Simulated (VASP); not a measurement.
Wanted: the native input for a VASP 6.6.1 run.

```
Task                   : single point
Functional             : PBE
Potentials or basis    : VASP PAW PBE potentials, release 64 (Mg, Te)
Cutoff                 : 520 eV
k mesh                 : 14 × 14 × 14
Occupations            : gaussian, width 0.1 eV
Spin                   : no spin polarisation
Dipole correction      : no
Further INCAR settings : ALGO = Fast; EDIFF = 1e-06; NBANDS = 14
```

The structure of Mg3Te lies in POSCAR:

```
Mg3Te
1.0
   -2.1087671520      2.1087671520      5.3654230616
    2.1087671520     -2.1087671520      5.3654230616
    2.1087671520      2.1087671520     -5.3654230616
Mg Te
3 1
Direct
    0.5000000000      0.5000000000      0.0000000000
    0.7500000000      0.2500000000      0.5000000000
    0.2500000000      0.7500000000      0.5000000000
    0.0000000000      0.0000000000      0.0000000000
```

This cell differs from its parent crystal: strained.

The input as run:

INCAR

```
SYSTEM = Mg3Te
  ALGO = Fast
  EDIFF = 1E-6
  ENCUT = 520
  GGA = PE
  ISIF = 2
  ISMEAR = 0
  LASPH = .TRUE.
  LCHARG = .FALSE.
  LREAL = .FALSE.
  LWAVE = .FALSE.
  NBANDS = 14
  NELM = 80
  PREC = Accurate
  SIGMA = 0.1
```

KPOINTS

```
k-points
0
G
  14 14 14
  0 0 0
```

Potentials or basis: VASP PAW PBE potentials, release 64 (Mg, Te).

The run is started by

```sh
$ cat potpaw_PBE.64/Mg/POTCAR potpaw_PBE.64/Te/POTCAR > POTCAR
$ mpirun -np 1 vasp_std > vasp.out
```

Results of the run:

| Property | Result |
| --- | --- |
| Pressure | 0.8 GPa |
| Band gap on the k mesh | zero (bands 6 and 7 overlap by 1.73 eV) |

Caveat: the cell differs from its parent crystal (strained); spin-orbit coupling is left out, which moves the levels of the heavy elements.

It took 5.2 min on 1 thread of AMD EPYC 9R45 96-Core Processor (Zen 5), on a shared host, peak memory 0.54 GiB.
